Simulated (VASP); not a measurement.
# BeC63 (a cell with a defect) in VASP: single point with PBEsol

Aim: the single point of BeC63 (a cell with a defect) with PBEsol.

Everything below comes from runs of VASP 6.6.1. Logs are shortened: lines on timing, memory, paths and dates and some standing lists are left out, and cuts for length are marked.

## Step 1: The cell of the first run

The cell holds a defect, 64 atoms: a = 7.108 Å, b = 7.108 Å, c = 7.108 Å, α = 90.00°, β = 90.00°, γ = 90.00°.

## Step 2: Single point, PBEsol

Contents of INCAR:

```
PREC = Accurate ; ENCUT = 520
EDIFF = 1E-6 ; ISMEAR = -1
SIGMA = 0.05 ; LREAL = Auto
LASPH = T ; NELM = 120
ALGO = Normal ; ISIF = 2
LWAVE = F ; LCHARG = T
GGA = PS ; LELF = T
LVHAR = T ; NELECT = 256.0
NBANDS = 165 ; GGA_COMPAT = F
```

Contents of KPOINTS:

```
Automatic mesh
0
Gamma
  2 2 2
  0.5 0.5 0.5
```

Contents of POSCAR:

```
BeC63
1.0
    7.1076060000      0.0000000000      0.0000000000
    0.0000000000      7.1076060000      0.0000000000
    0.0000000000      0.0000000000      7.1076060000
C Be
63 1
Direct
    0.0004810000      0.9997810000      0.9999210000
    0.0004030000      0.9996850000      0.5001460000
    0.0003990000      0.5000150000      0.9998360000
    0.0005230000      0.4998070000      0.4999360000
    0.5007170000      0.9996950000      0.9998480000
    0.5004800000      0.9998200000      0.4999290000
    0.5004910000      0.4998150000      0.0000010000
    0.1261400000      0.1254640000      0.1255700000
    0.1243860000      0.1236880000      0.6242690000
    0.1243780000      0.6241640000      0.1238020000
    0.1263350000      0.6246940000      0.6248160000
    0.6248410000      0.1236880000      0.1238200000
    0.6253860000      0.1256380000      0.6248210000
    0.6253900000      0.6247160000      0.1257760000
    0.6335000000      0.6328230000      0.6329190000
    0.2508480000      0.2501580000      0.0005520000
    0.2498500000      0.2491560000      0.5027110000
    0.2507090000      0.7495910000      0.9994770000
    0.2493650000      0.7509800000      0.4973080000
    0.7502960000      0.2500220000      0.9995100000
    0.7516790000      0.2486600000      0.4973230000
    0.7501390000      0.7494470000      0.0001350000
    0.7510000000      0.7503170000      0.5024070000
    0.3762550000      0.3755760000      0.1261110000
    0.3676220000      0.3669440000      0.6338780000
    0.3766080000      0.8765230000      0.1238040000
    0.3758870000      0.8744440000      0.6247720000
    0.8771920000      0.3759250000      0.1238020000
    0.8751430000      0.3752010000      0.6247830000
    0.8753430000      0.8746590000      0.1253550000
    0.8767090000      0.8760110000      0.6241190000
    0.2508460000      0.0004310000      0.2502680000
    0.2507050000      0.9993550000      0.7497250000
    0.2498380000      0.5025850000      0.2492870000
    0.2493830000      0.4971940000      0.7510990000
    0.7502770000      0.9993620000      0.2501410000
    0.7501500000      0.9999930000      0.7495710000
    0.7516540000      0.4972040000      0.2488220000
    0.7510110000      0.5022860000      0.7504390000
    0.3762510000      0.1259670000      0.3757040000
    0.3766030000      0.1236610000      0.8766520000
    0.3676260000      0.6337490000      0.3670770000
    0.3759200000      0.6246580000      0.8745840000
    0.8771940000      0.1236440000      0.3760380000
    0.8753500000      0.1252180000      0.8747990000
    0.8751190000      0.6246400000      0.3753450000
    0.8767370000      0.6240050000      0.8761720000
    0.0011100000      0.2501570000      0.2502920000
    0.0000650000      0.2500030000      0.7497370000
    0.0000480000      0.7495880000      0.2501480000
    0.0006920000      0.7494390000      0.7495680000
    0.5032790000      0.2491480000      0.2492920000
    0.4979030000      0.2486690000      0.7511350000
    0.4978700000      0.7509580000      0.2488260000
    0.5029900000      0.7502920000      0.7504510000
    0.1266450000      0.3755690000      0.3756860000
    0.1243780000      0.3759320000      0.8766310000
    0.1243360000      0.8765100000      0.3760130000
    0.1259050000      0.8746640000      0.8747790000
    0.6344370000      0.3669520000      0.3670440000
    0.6253200000      0.3752250000      0.8745870000
    0.6253230000      0.8744370000      0.3753360000
    0.6246860000      0.8760260000      0.8761500000
    0.4997960000      0.4990070000      0.4992740000
```

Potentials or basis: VASP PAW PBE potentials, release 64 (C, Be).

Run with:

```sh
> cat potpaw_PBE.64/C/POTCAR potpaw_PBE.64/Be/POTCAR > POTCAR
> mpirun -np 1 vasp_std > vasp.out
```

OUTCAR:

```text
PREC = Accurate
   ENCUT = 520
   EDIFF = 1E-6
   ISMEAR = -1
   LREAL = Auto
   LASPH = T
   NELM = 120
   ISIF = 2
   GGA = PS
   NELECT = 256.0

 ion  position               nearest neighbor table
   1  0.000  1.000  1.000-  59 1.54  45 1.54  30 1.54   8 1.55
   2  0.000  1.000  0.500-  58 1.52  44 1.52  31 1.52   9 1.53
   3  0.000  0.500  1.000-  28 1.52  57 1.52  47 1.52  10 1.53
   4  0.001  0.500  0.500-  56 1.54  46 1.54  29 1.54  11 1.54
   5  0.501  1.000  1.000-  26 1.52  41 1.52  63 1.52  12 1.53
   6  0.500  1.000  0.500-  40 1.54  27 1.54  62 1.54  13 1.54
[... 56 lines left out ...]
  63  0.625  0.876  0.876-   5 1.52  55 1.53  37 1.54  22 1.54
  64  0.500  0.499  0.499-  25 1.64  60 1.64  42 1.64  15 1.65

  LATTYP: Found a simple cubic cell.
 ALAT       =     7.1076060000

  Lattice vectors:

 A1 = (   7.1076060000,   0.0000000000,   0.0000000000)
 A2 = (   0.0000000000,   7.1076060000,   0.0000000000)
 A3 = (   0.0000000000,   0.0000000000,   7.1076060000)

Analysis of symmetry for initial positions (statically):
=====================================================================
 Subroutine PRICEL returns:
 Original cell was already a primitive cell.

 Routine SETGRP: Setting up the symmetry group for a
 simple cubic supercell.

 Subroutine GETGRP returns: Found  1 space group operations
 (whereof  1 operations were pure point group operations)
 out of a pool of 48 trial point group operations.

The static configuration has the point symmetry C_1 .

Analysis of symmetry for dynamics (positions and initial velocities):
=====================================================================
 Subroutine PRICEL returns:
 Original cell was already a primitive cell.

 Routine SETGRP: Setting up the symmetry group for a
 simple cubic supercell.

 Subroutine GETGRP returns: Found  1 space group operations
 (whereof  1 operations were pure point group operations)
 out of a pool of 48 trial point group operations.

The dynamic configuration has the point symmetry C_1 .

 Subroutine INISYM returns: Found  1 space group operations
 (whereof  1 operations are pure point group operations),
 and found     1 'primitive' translations

----------------------------------------------------------------------------------------

                                     Primitive cell

  volume of cell :     359.0625

  direct lattice vectors                    reciprocal lattice vectors
     7.107606000  0.000000000  0.000000000     0.140694349  0.000000000  0.000000000
     0.000000000  7.107606000  0.000000000     0.000000000  0.140694349  0.000000000
     0.000000000  0.000000000  7.107606000     0.000000000  0.000000000  0.140694349

  length of vectors
     7.107606000  7.107606000  7.107606000     0.140694349  0.140694349  0.140694349

  position of ions in fractional coordinates (direct lattice)
     0.000481000  0.999781000  0.999921000
     0.000403000  0.999685000  0.500146000
     0.000399000  0.500015000  0.999836000
     0.000523000  0.499807000  0.499936000
     0.500717000  0.999695000  0.999848000
     0.500480000  0.999820000  0.499929000
[... 56 lines left out ...]
     0.624686000  0.876026000  0.876150000
     0.499796000  0.499007000  0.499274000

  ion indices of the primitive-cell ions
   primitive index   ion index
                 1           1
                 2           2
                 3           3
                 4           4
                 5           5
                 6           6
[... 56 lines left out ...]
                63          63
                64          64

----------------------------------------------------------------------------------------

 KPOINTS: Automatic mesh

Automatic generation of k-mesh.
 Grid dimensions read from file:
 generate k-points for:    2    2    2

 Generating k-lattice:

  Cartesian coordinates                     Fractional coordinates (reciprocal lattice)
     0.070347175  0.000000000  0.000000000     0.500000000  0.000000000  0.000000000
     0.000000000  0.070347175  0.000000000     0.000000000  0.500000000  0.000000000
     0.000000000  0.000000000  0.070347175     0.000000000  0.000000000  0.500000000

  Length of vectors
     0.070347175  0.070347175  0.070347175

  Shift w.r.t. Gamma in fractional coordinates (k-lattice)
     0.500000000  0.500000000  0.500000000

 Subroutine IBZKPT returns following result:
 ===========================================

 Found      4 irreducible k-points:

 Following reciprocal coordinates:
            Coordinates               Weight
  0.250000  0.250000  0.250000      2.000000
 -0.250000  0.250000  0.250000      2.000000
 -0.250000 -0.250000  0.250000      2.000000
  0.250000 -0.250000  0.250000      2.000000
   k-points           NKPTS =      4   k-points in BZ     NKDIM =      4   number of bands    NBANDS=    165
   number of dos      NEDOS =    301   number of ions     NIONS =     64
   total plane-waves  NPLWV = 157464
   dimension x,y,z NGX =    54 NGY =   54 NGZ =   54
   dimension x,y,z NGXF=   108 NGYF=  108 NGZF=  108
   ions per type =              63   1
   NGX,Y,Z   is equivalent  to a cutoff of  12.63, 12.63, 12.63 a.u.
   NGXF,Y,Z  is equivalent  to a cutoff of  25.26, 25.26, 25.26 a.u.
 SYSTEM =  unknown system
   PREC   = accura    normal or accurate (medium, high low for compatibility)
   ISTART =      0    job   : 0-new  1-cont  2-samecut
   ICHARG =      2    charge: 1-file 2-atom 10-const
   ISPIN  =      1    spin polarized calculation?
   LNONCOLLINEAR =      F non collinear calculations
   LSORBIT =      F    spin-orbit coupling
   LASPH  =      T    aspherical Exc in radial PAW
   ENCUT  =  520.0 eV  38.22 Ry    6.18 a.u.  13.22 13.22 13.22*2*pi/ulx,y,z
   NELM   =    120;   NELMIN=  2; NELMDL= -5     # of ELM steps
   EDIFF  = 0.1E-05   stopping-criterion for ELM
   LREAL  =      T    real-space projection
   EDIFFG = 0.1E-04   stopping-criterion for IOM
   NSW    =      0    number of steps for IOM
   IBRION =     -1    ionic relax: 0-MD 1-quasi-New 2-CG
   NFREE  =      0    steps in history (QN), initial steepest desc. (CG)
   ISIF   =      2    stress and relaxation
   ISYM   =      2    0-nonsym 1-usesym 2-fastsym
   POTIM  = 0.5000    time-step for ionic-motion
   TEBEG  =    0.0;   TEEND  =   0.0 temperature during run
   PSTRESS=    0.0 pullay stress
   NELECT =     256.0000    total number of electrons
   NUPDOWN=      -1.0000    fix difference up-down
   EMIN   =  10.00;   EMAX   =-10.00  energy-range for DOS
   EFERMI =   0.00;   METHOD = LEGACY
   ISMEAR =    -1;   SIGMA  =   0.05  broadening in eV -4-tet -1-fermi 0-gaus
   EFERMI_NEDOS =   21; number of points for ismear=-14 and -15
   IALGO  =     38    algorithm
   IMIX   =      4    mixing-type and parameters
     AMIX     =   0.40;   BMIX     =  1.00
     AMIX_MAG =   1.60;   BMIX_MAG =  1.00
  volume/ion in A,a.u.               =       5.61        37.86
  Fermi-wavevector in a.u.,A,eV,Ry     =   1.462508  2.763739 29.101890  2.138929
  Thomas-Fermi vector in A             =   2.578713
   LORBIT       =      0    0 simple, 1 ext, 2 COOP (PROOUT), +10 PAW based schemes
   GGA     = PS    functional components
   LHFCALC =     F    Hartree Fock is set to
   AEXX    =    0.0000 exact exchange contribution
   IVDW    =     0    specifies the selected vdW correction
   LEPSILON=     F    determine dielectric tensor
   LRPA    =     F    only Hartree local field effects (RPA)
 non-spin polarized calculation
  energy-cutoff  :      520.00
  volume of cell :      359.06
 maximum number of plane-waves:      9651
 NGX is ok and might be reduce to    54
   NGX = 27   NGY = 27   NGZ = 27

 number of electron     256.0000006 magnetization

 Free energy of the ion-electron system (eV)
  ---------------------------------------------------
  ext. energy  EPLUGINS =         0.00000000
  ---------------------------------------------------
  free energy    TOTEN  =      -584.60238194 eV

  energy without entropy =     -584.60238194  energy(sigma->0) =     -584.60238194

 E-fermi :  11.6862     XC(G=0): -13.4967

 val. band max:       10.4908199247   @ k =  -0.2500  -0.2500   0.2500
 cond. band min:      14.5438824615   @ k =   0.2500   0.2500   0.2500
 fundamental gap:      4.0530625369
 Fermi energy:        11.6862297272

 k-point     1 :       0.2500    0.2500    0.2500
  band No.  band energies     occupation
      1     -11.5281      2.00000
      2     -10.4194      2.00000
      3     -10.4191      2.00000
      4     -10.1968      2.00000
      5      -9.2637      2.00000
      6      -9.2633      2.00000
[... 132 lines left out ...]
    139      16.2993      0.00000
    140      16.4894      0.00000

 k-point     2 :      -0.2500    0.2500    0.2500
  band No.  band energies     occupation
      1     -11.5282      2.00000
      2     -10.4194      2.00000
      3     -10.4192      2.00000
      4     -10.1967      2.00000
      5      -9.2637      2.00000
      6      -9.2634      2.00000
[... 132 lines left out ...]
    139      16.3085      0.00000
    140      16.4852      0.00000

 k-point     3 :      -0.2500   -0.2500    0.2500
  band No.  band energies     occupation
      1     -11.5282      2.00000
      2     -10.4194      2.00000
      3     -10.4191      2.00000
      4     -10.1967      2.00000
      5      -9.2636      2.00000
      6      -9.2634      2.00000
[... 132 lines left out ...]
    139      16.3085      0.00000
    140      16.4854      0.00000

 k-point     4 :       0.2500   -0.2500    0.2500
  band No.  band energies     occupation
      1     -11.5282      2.00000
      2     -10.4194      2.00000
      3     -10.4193      2.00000
      4     -10.1965      2.00000
      5      -9.2638      2.00000
      6      -9.2634      2.00000
[... 132 lines left out ...]
    139      16.3091      0.00000
    140      16.4849      0.00000
 [bands above 140 left out]

------------------------ aborting loop because EDIFF is reached ----------------------------------------

  FORCE on cell =-STRESS in cart. coord.  units (eV):
  Direction    XX          YY          ZZ          XY          YZ          ZX
  --------------------------------------------------------------------------------------
  -------------------------------------------------------------------------------------
  Total       41.3915033     41.3409784     41.3348003     -0.3577555     -0.3660599     -0.3709011
  in kB      184.6935575    184.4681094    184.4405421     -1.5963455     -1.6334005     -1.6550027
  external PRESSURE =     184.5340697 kB  Pullay stress =       0.0000000 kB

 VOLUME and BASIS-vectors are now :
 -----------------------------------------------------------------------------
  energy-cutoff  :      520.00
  volume of cell :      359.06
      direct lattice vectors                 reciprocal lattice vectors
     7.107606000  0.000000000  0.000000000     0.140694349  0.000000000  0.000000000
     0.000000000  7.107606000  0.000000000     0.000000000  0.140694349  0.000000000
     0.000000000  0.000000000  7.107606000     0.000000000  0.000000000  0.140694349

 POSITION                                       TOTAL-FORCE (eV/Angst)
 -----------------------------------------------------------------------------------
      0.00342      7.10605      7.10704         0.056661      0.069498      0.065872
      0.00286      7.10537      3.55484         0.061293      0.076205     -0.012634
      0.00284      3.55391      7.10644         0.069667     -0.004653      0.069919
      0.00372      3.55243      3.55335         0.059840      0.060475      0.062136
      3.55890      7.10544      7.10653        -0.016590      0.075132      0.067777
      3.55721      7.10633      3.55330         0.056974      0.072143      0.064362
[... 56 lines left out ...]
      4.44002      6.22645      6.22733        -0.046711     -0.025295     -0.020683
      3.55235      3.54675      3.54864         0.157635      0.178104      0.147352
 -----------------------------------------------------------------------------------
    total drift:                               -0.044073     -0.001598      0.011822

  FREE ENERGIE OF THE ION-ELECTRON SYSTEM (eV)
  ---------------------------------------------------
  free  energy   TOTEN  =      -584.6023819440 eV

  energy  without entropy=     -584.6023819438  energy(sigma->0) =     -584.60238194
```

It took 7.6 min on 1 thread of Intel Xeon 8259CL, shared host; peak memory 0.46 GiB.

What came out:

```
Free energy   : -584.6024 eV
Largest force : 0.280 eV/Å
```

Forces on the atoms (eV/Å):
```
C    0.057  0.069  0.066
C    0.061  0.076 -0.013
C    0.070 -0.005  0.070
C    0.060  0.060  0.062
C   -0.017  0.075  0.068
C    0.057  0.072  0.064
C    0.056  0.062  0.060
C   -0.065 -0.066 -0.062
C   -0.048 -0.051 -0.047
C   -0.046 -0.055 -0.044
C   -0.071 -0.054 -0.054
C   -0.057 -0.047 -0.047
C   -0.052 -0.073 -0.049
C   -0.056 -0.056 -0.070
C   -0.078 -0.084 -0.070
C    0.064  0.063  0.058
C    0.019  0.019  0.086
C    0.064  0.064  0.073
C    0.103  0.027  0.070
C    0.059  0.060  0.069
C    0.024  0.109  0.064
C    0.058  0.058  0.063
C    0.103  0.101  0.016
C   -0.075 -0.080 -0.083
C   -0.099 -0.106 -0.130
C   -0.051 -0.078 -0.067
C   -0.032 -0.079 -0.060
C   -0.073 -0.051 -0.066
C   -0.074 -0.038 -0.059
C   -0.060 -0.062 -0.054
C   -0.023 -0.026 -0.043
C    0.062  0.059  0.066
C    0.067  0.075  0.059
C    0.022  0.088  0.018
C    0.104  0.071  0.029
C    0.065  0.070  0.061
C    0.053  0.069  0.054
C    0.031  0.068  0.100
C    0.104  0.018  0.105
C   -0.075 -0.085 -0.080
C   -0.047 -0.066 -0.073
C   -0.097 -0.146 -0.093
C   -0.037 -0.067 -0.076
C   -0.073 -0.062 -0.045
C   -0.059 -0.055 -0.061
C   -0.070 -0.059 -0.036
C   -0.033 -0.049 -0.033
C    0.057  0.059  0.058
C    0.068  0.064  0.055
C    0.064  0.061  0.056
C    0.061  0.054  0.054
C    0.086  0.022  0.019
C    0.067  0.107  0.019
C    0.077  0.031  0.101
C    0.017  0.109  0.098
C   -0.076 -0.079 -0.075
C   -0.071 -0.054 -0.070
C   -0.060 -0.072 -0.042
C   -0.053 -0.061 -0.058
C   -0.135 -0.109 -0.090
C   -0.051 -0.043 -0.080
C   -0.056 -0.078 -0.040
C   -0.047 -0.025 -0.021
Be   0.158  0.178  0.147
```

Caveat: the cell carries a net charge on a neutralising background, which shifts energy and pressure; the cell is charged against a uniform background, so pressure and absolute levels hang on convention; the PAW data sets were made with another functional, which shifts forces and pressure a little.
